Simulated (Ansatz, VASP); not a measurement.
# One calculation of Ir, two programs

```
CELL_PARAMETERS angstrom
2.74810 0.00000 0.00000
-1.37405 2.37992 0.00000
0.00000 0.00000 4.45323
ATOMIC_POSITIONS crystal
Ir 0.66667 0.33333 0.75000
Ir 0.33333 0.66667 0.25000
```

Alike in both runs: functional PBE; k mesh 18 × 18 × 10; occupations gaussian, width 0.1 eV; no spin polarisation.

Ansatz relaxed the structure, and its values are those at the end. VASP's run is a single point on that final structure, the one shown.

|  | VASP | Ansatz |
| --- | --- | --- |
| version | VASP 6.6.1 | Ansatz 0.2.0 |
| potentials or method | VASP PAW PBE potentials, release 64 (Ir), cutoff 520 eV | scalar-relativistic, plane waves, PAW |
| valence electrons in the cell | 18 | 34 |

```csv
,VASP,Ansatz,Ansatz less VASP
gap on the k mesh at the Fermi level (eV),none,none,-
pressure (GPa),0.5,0.0,-0.50
```

A gap of «none» marks a metal or a gap that the smearing closes. VASP's potentials hold 18 valence electrons a cell and Ansatz's 34, so a difference there can come from the potentials and not from the codes.

Neither program's run includes spin-orbit coupling.
